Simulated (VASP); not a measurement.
# BaTe (Fm-3m) in VASP: notebook, part 2 of 2

VASP 6.6.1.

**4. Single point, PBEsol**

This run uses another cell than the first one, of 35.82 Å³/atom, 1.113 times its volume.

INCAR reads:

```
SYSTEM = BaTe
  PREC = Accurate
  ENCUT = 520
  EDIFF = 1E-6
  ISMEAR = 0
  SIGMA = 0.01
  LREAL = .False.
  LASPH = .True.
  NELM = 60
  ALGO = Normal
  ISIF = 2
  LWAVE = .False.
  LCHARG = .False.
  GGA = PS
  NBANDS = 15
```

KPOINTS reads:

```
regular mesh
0
Gamma
  6 6 6
  0 0 0
```

POSCAR reads:

```
BaTe
1.0
    0.0000000000      3.2963438399      3.2963438399
    3.2963438399      0.0000000000      3.2963438399
    3.2963438399      3.2963438399      0.0000000000
Ba Te
1 1
Direct
    0.0000000000      0.0000000000      0.0000000000
    0.5000000000      0.5000000000      0.5000000000
```

Potentials or basis: VASP PAW PBE potentials, release 64 (Ba_sv, Te).

Run with:

```
$ cat potpaw_PBE.64/Ba_sv/POTCAR potpaw_PBE.64/Te/POTCAR > POTCAR
$ mpirun -np 1 vasp_std > vasp.out
```

OUTCAR:

```text
SYSTEM = BaTe
   PREC = Accurate
   ENCUT = 520
   EDIFF = 1E-6
   ISMEAR = 0
   LREAL = .False.
   LASPH = .True.
   NELM = 60
   ISIF = 2
   GGA = PS

 ion  position               nearest neighbor table
   1  0.000  0.000  0.000-   2 3.30   2 3.30   2 3.30   2 3.30   2 3.30   2 3.30
   2  0.500  0.500  0.500-   1 3.30   1 3.30   1 3.30   1 3.30   1 3.30   1 3.30

  LATTYP: Found a face centered cubic cell.
 ALAT       =     6.5926876798

  Lattice vectors:

 A1 = (   0.0000000000,   3.2963438399,   3.2963438399)
 A2 = (   3.2963438399,   0.0000000000,   3.2963438399)
 A3 = (   3.2963438399,   3.2963438399,   0.0000000000)

Analysis of symmetry for initial positions (statically):
=====================================================================
 Subroutine PRICEL returns:
 Original cell was already a primitive cell.

 Routine SETGRP: Setting up the symmetry group for a
 face centered cubic supercell.

 Subroutine GETGRP returns: Found 48 space group operations
 (whereof 48 operations were pure point group operations)
 out of a pool of 48 trial point group operations.

The static configuration has the point symmetry O_h .

Analysis of symmetry for dynamics (positions and initial velocities):
=====================================================================
 Subroutine PRICEL returns:
 Original cell was already a primitive cell.

 Routine SETGRP: Setting up the symmetry group for a
 face centered cubic supercell.

 Subroutine GETGRP returns: Found 48 space group operations
 (whereof 48 operations were pure point group operations)
 out of a pool of 48 trial point group operations.

The dynamic configuration has the point symmetry O_h .

 Subroutine INISYM returns: Found 48 space group operations
 (whereof 48 operations are pure point group operations),
 and found     1 'primitive' translations

----------------------------------------------------------------------------------------

                                     Primitive cell

  volume of cell :      71.6354

  direct lattice vectors                    reciprocal lattice vectors
[... 109 lines left out ...]
 non-spin polarized calculation
 Gauss-broadening in eV      SIGMA  =   0.01
  energy-cutoff  :      520.00
  volume of cell :       71.64
 maximum number of plane-waves:      1964
 NGX is ok and might be reduce to    36
   NGX = 17   NGY = 17   NGZ = 17

 number of electron      16.0000000 magnetization

 Free energy of the ion-electron system (eV)
  ---------------------------------------------------
  ext. energy  EPLUGINS =         0.00000000
  ---------------------------------------------------
  free energy    TOTEN  =        -8.92432345 eV

  energy without entropy =       -8.92432345  energy(sigma->0) =       -8.92432345

 E-fermi :   3.4674     XC(G=0):  -9.1548

 val. band max:        3.4227652359   @ k =   0.0000   0.0000   0.0000
 cond. band min:       4.3521800405   @ k =   0.5000   0.5000   0.0000
 fundamental gap:      0.9294148046
 Fermi energy:         3.4673993309

 k-point     1 :       0.0000    0.0000    0.0000
  band No.  band energies     occupation
      1     -23.1744      2.00000
      2      -8.3607      2.00000
      3      -8.3607      2.00000
      4      -8.3607      2.00000
      5      -6.6124      2.00000
      6       3.4228      2.00000
      7       3.4228      2.00000
      8       3.4228      2.00000
      9       6.0872      0.00000
     10       6.0872      0.00000
     11       6.0872      0.00000
     12       6.9365      0.00000
     13       6.9506      0.00000
     14       6.9506      0.00000
[... 257 lines left out ...]
      2      -8.7398      2.00000
      3      -8.7013      2.00000
      4      -8.6055      2.00000
      5      -5.9969      2.00000
      6       2.0282      2.00000
      7       2.2965      2.00000
      8       2.5593      2.00000
      9       5.7047      0.00000
     10       8.1294      0.00000
     11       8.5818      0.00000
     12       9.4341      0.00000
     13       9.7427      0.00000
     14      10.9316      0.00000
     15      12.2796      0.00000

------------------------ aborting loop because EDIFF is reached ----------------------------------------

  FORCE on cell =-STRESS in cart. coord.  units (eV):
  Direction    XX          YY          ZZ          XY          YZ          ZX
  --------------------------------------------------------------------------------------
  -------------------------------------------------------------------------------------
  Total        3.4209161      3.4209161      3.4209161      0.0000000     -0.0000000      0.0000000
  in kB       76.5112833     76.5112833     76.5112833      0.0000000     -0.0000000      0.0000000
  external PRESSURE =      76.5112833 kB  Pullay stress =       0.0000000 kB

 VOLUME and BASIS-vectors are now :
 -----------------------------------------------------------------------------
  energy-cutoff  :      520.00
  volume of cell :       71.64
      direct lattice vectors                 reciprocal lattice vectors
     0.000000000  3.296343840  3.296343840    -0.151683205  0.151683205  0.151683205
     3.296343840  0.000000000  3.296343840     0.151683205 -0.151683205  0.151683205
     3.296343840  3.296343840  0.000000000     0.151683205  0.151683205 -0.151683205

 POSITION                                       TOTAL-FORCE (eV/Angst)
 -----------------------------------------------------------------------------------
      0.00000      0.00000      0.00000        -0.000000     -0.000000     -0.000000
      3.29634      3.29634      3.29634         0.000000      0.000000      0.000000
 -----------------------------------------------------------------------------------
    total drift:                                0.000000      0.000000      0.000000

  FREE ENERGIE OF THE ION-ELECTRON SYSTEM (eV)
  ---------------------------------------------------
  free  energy   TOTEN  =        -8.9243234493 eV

  energy  without entropy=       -8.9243234493  energy(sigma->0) =       -8.92432345
```

stdout:

```text
POSCAR found type information on POSCAR BaTe
 POSCAR found :  2 types and       2 ions
 scaLAPACK will be used
 -----------------------------------------------------------------------------
|                                                                             |
|                                                                             |
|     You enforced a specific xc type in the INCAR file but a different       |
|     I HOPE YOU KNOW WHAT YOU ARE DOING!                                     |
|                                                                             |
 -----------------------------------------------------------------------------

 LDA part: xc-table for (Slater+PW92), standard interpolation
 POSCAR, INCAR and KPOINTS ok, starting setup
 FFT: planning ... GRIDC
 FFT: planning ... GRID_SOFT
 FFT: planning ... GRID
 WAVECAR not read
 entering main loop
```

Wall time 9.7 s (1 thread of Intel Xeon 6975P-C (Granite Rapids), shared host); peak memory 0.21 GiB.

What came out:

| Property | Result |
| --- | --- |
| Free energy | -8.9243 eV |
| Pressure | 7.7 GPa |
| Band gap on the k mesh | 0.93 eV, indirect (least direct gap 1.29 eV) |

Levels at points of the mesh, in eV from the valence-band top:
| k point | band 6 | band 7 | band 8 | band 9 | band 10 | band 11 |
| --- | --- | --- | --- | --- | --- | --- |
| (0.00, 0.00, 0.00) | 0.00 | 0.00 | 0.00 | 2.66 | 2.66 | 2.66 |
| (0.50, 0.00, 0.00) | -2.84 | -1.58 | -1.58 | 4.29 | 5.10 | 5.17 |
| (0.50, 0.50, 0.00) | -1.14 | -0.36 | -0.36 | 0.93 | 4.67 | 5.37 |

Caveat: the PAW data sets were made with another functional, which shifts forces and pressure a little; spin-orbit coupling is left out, which moves the levels of the heavy elements.

**5. The runs side by side**

| cell | gap on the mesh (eV) | pressure (GPa) |
| --- | --- | --- |
| a = 4.498 Å, angles 60.0°, 2 atoms | 0.53 | 15.9 |
| a = 4.592 Å, angles 60.0°, 2 atoms | 0.77 | 10.8 |
| a = 4.662 Å, angles 60.0°, 2 atoms | 0.93 | 7.7 |

Alike in all rows: task single point; level PBEsol; potentials or basis VASP PAW PBE potentials, release 64 (Ba_sv, Te); no spin polarisation; k mesh 6 × 6 × 6; cutoff (eV) 520; smearing gaussian 0.01 eV.

Caveats: the PAW data sets were made with another functional, which shifts forces and pressure a little; spin-orbit coupling is left out, which moves the levels of the heavy elements.

Absolute energies hang on the potentials; compare differences alone.
